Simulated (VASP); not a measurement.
CoO:

```xyz
2
Lattice="2.6162 0.0000 0.0000 0.0000 2.6162 0.0000 0.0000 0.0000 2.6162" Properties=species:S:1:pos:R:3 pbc="T T T"
Co    0.0000    0.0000    0.0000
O     1.3081    1.3081    1.3081
```

```yaml
Program: VASP 6.6.1
Task: relaxation of cell and atoms
Functional: PBE
Potentials_or_basis: VASP PAW PBE potentials, release 64 (Co, O)
Cutoff: 600 eV
k_mesh: 16 × 16 × 16
Occupations: gaussian, width 0.1 eV
Spin: no spin polarisation
```

At the start: pressure -14.4 GPa; volume 8.95 Å³/atom.

Task: Where does the relaxation end?

Result: Over 3 steps the energy falls by 30.5 meV/atom and the volume is 8.32 Å³/atom (-7.0 %); space group Pm-3m (No. 221, to 0.1 Å) before and after.

Step by step:
```csv
step,energy change (eV),largest force (eV/Å),pressure (GPa),volume (Å³)
1,0.0000,0.0000,-14.37,17.91
2,-0.0342,0.0000,12.07,15.90
3,-0.0609,0.0000,0.03,16.65
```

Final structure:
```xyz
2
Lattice="2.5535 0.0000 0.0000 0.0000 2.5535 0.0000 0.0000 0.0000 2.5535" Properties=species:S:1:pos:R:3 pbc="T T T"
Co    0.0000    0.0000    0.0000
O     1.2767    1.2767    1.2767
```

Caveat: an odd number of electrons without spin polarisation forces a metal; a magnetic or distorted state may lie lower; the run has no spin polarisation, though such a crystal can be magnetic.
